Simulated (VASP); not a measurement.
TeAu2S3, 6 atoms in the cell. The structure is tetragonal, space group I4/mmm (No. 139). The conventional cell has a = 5.465 Å, b = 5.465 Å, c = 9.479 Å, α = 90.00°, β = 90.00°, γ = 90.00°. Within 3.7 Å of Te (site symmetry 4/mmm) lie 4 S at 2.73 Å and 8 Au at 3.62 Å. Within 3.7 Å of S (site symmetry 4/mmm) lie 4 S at 2.73 Å and 8 Au at 3.62 Å. Within 3.1 Å of S (site symmetry mmm) lie 2 Au at 2.37 Å and 2 Te at 2.73 Å and 2 S at 2.73 Å. Within 3.1 Å of Au (site symmetry -4m2) lie 2 S at 2.37 Å. The cell was generated, and may not be a known phase.

| Quantity | Value |
| --- | --- |
| Program | VASP 6.6.1 |
| Task | single point |
| Functional | PBE |
| Potentials or basis | VASP PAW PBE potentials, release 64 (Te, S, Au) |
| Cutoff | 500 eV |
| k mesh | 3 × 3 × 3 |
| Occupations | gaussian, width 0.15 eV |
| Spin | no spin polarisation |
| Dipole correction | no |
| Further INCAR settings | ALGO = Normal; EDIFF = 1e-06; NBANDS = 32 |

Potentials or basis: VASP PAW PBE potentials, release 64 (Te, S, Au).

The run is started by

```bash
$ cat potpaw_PBE.64/Te/POTCAR potpaw_PBE.64/S/POTCAR potpaw_PBE.64/Au/POTCAR > POTCAR
$ mpirun -np 1 vasp_std > vasp.out
```

Hardware: 1 thread of Intel Xeon 8259CL (shared host).

How long does it take, and how much memory?

It took 89 s on 1 thread of Intel Xeon 8259CL, with other jobs on the host, peak memory 0.32 GiB. Counts: scf iterations 15, k points 6.
